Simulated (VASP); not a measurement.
The system is TlBr.

```
Tl Br
1.0
     3.94619    0.00000    0.00000
     0.00000    3.94619    0.00000
     0.00000    0.00000    3.94619
Tl Br
1 1
Direct
  0.00000 0.00000 0.00000
  0.50000 0.50000 0.50000
```

Base run:

```yaml
Program: VASP 6.6.1
Functional: PBE
Potentials_or_basis: VASP PAW PBE potentials, release 64 (Tl_d, Br)
Cutoff: 500 eV
k_mesh: 4 × 4 × 4
Occupations: gaussian, width 0.01 eV
Spin: no spin polarisation
```

Its results: band gap on the k mesh 1.78 eV, direct; pressure 2.0 GPa.

Q: After a change of settings the same cell gave: band gap on the k mesh 2.23 eV, direct; pressure 1.1 GPa. Which change was it?
A. functional from PBE to LDA; potentials or basis from VASP PAW PBE potentials, release 64 (Tl_d, Br) to VASP PAW LDA potentials, release 64 (Tl_d, Br)
B. functional from PBE to r2SCAN; cutoff from 500 eV to 550 eV
C. functional from PBE to HSE06; cutoff from 500 eV to 400 eV

A: B.

r2SCAN gives the wider gap, since meta-GGAs in the generalised Kohn-Sham scheme recover part of the derivative discontinuity.

Caveats: spin-orbit coupling is left out, which moves the levels of the heavy elements; the PAW data sets were made with another functional, which shifts forces and pressure a little (some runs).
